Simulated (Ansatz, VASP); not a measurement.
C: VASP beside Ansatz

Contents of INCAR:

```
ALGO = Normal ; EDIFF = 1E-6
ENCUT = 520 ; GGA = CA
ISIF = 2 ; ISMEAR = 0
LASPH = T ; LCHARG = F
LREAL = F ; LWAVE = F
NBANDS = 11 ; NELM = 100
PREC = Accurate ; SIGMA = 0.05
```

The input KPOINTS:

```
k-points
0
Gamma
  14 14 8
```

File POSCAR:

```
C
1.0
    2.1172982844     -1.2223180717      0.0006268158
    2.1172982844      1.2225500221     -0.0238218652
   -1.3916690928     -0.0333730192      3.3373019203
C
2
Direct
    0.8333830096      0.8333830096      0.0001497828
    0.1666169904      0.1666169904      0.9998502172
```

Input for Ansatz:

```yaml
crystal:
  lattice:
    - [2.1172982844, -1.2223180717, 0.0006268158]
    - [2.1172982844, 1.2225500221, -0.0238218652]
    - [-1.3916690928, -0.0333730192, 3.3373019203]
  atoms:
    - { symbol: C, position: [0.8333830096, 0.8333830096, 0.0001497828] }
    - { symbol: C, position: [0.1666169904, 0.1666169904, 0.9998502172] }
basis:
  ecutwfc: 420
kpoints:
  mp_grid: { grid: [14, 14, 8] }
hamiltonian:
  xc: lda
scf:
  occupations: { method: gaussian, width: 0.05 }
output:
  forces: true
  stress: true
  eigenvalues: true
```

Change from the starting cell: strain -0.0200 x Voigt [0, 0, 0, 1, 0, 0], atoms carried along.

Alike in both runs: task single point; functional LDA; k mesh 14 × 14 × 8; occupations gaussian, width 0.05 eV; no spin polarisation.

|  | VASP | Ansatz |
| --- | --- | --- |
| version | VASP 6.6.1 | Ansatz 0.2.0 |
| potentials or method | VASP PAW LDA potentials, release 64 (C), cutoff 520 eV | scalar-relativistic, plane waves, PAW |
| valence electrons in the cell | 8 | 8 |

Ansatz gave:

- gap on the k mesh at the Fermi level (eV): 0.59
- least direct gap on the mesh (eV): 0.63
- pressure (GPa): 0.0
- traceless stress, the component that is largest in VASP (GPa): 0.02

Question: What did VASP give for the same quantities?

Answer: gap on the k mesh at the Fermi level (eV): 0.58; least direct gap on the mesh (eV): 0.63; pressure (GPa): 0.8; traceless stress, the component that is largest in VASP (GPa): -0.91.

LDA's correlation is that of Perdew and Zunger in VASP and of Perdew and Wang (1992) in Ansatz.
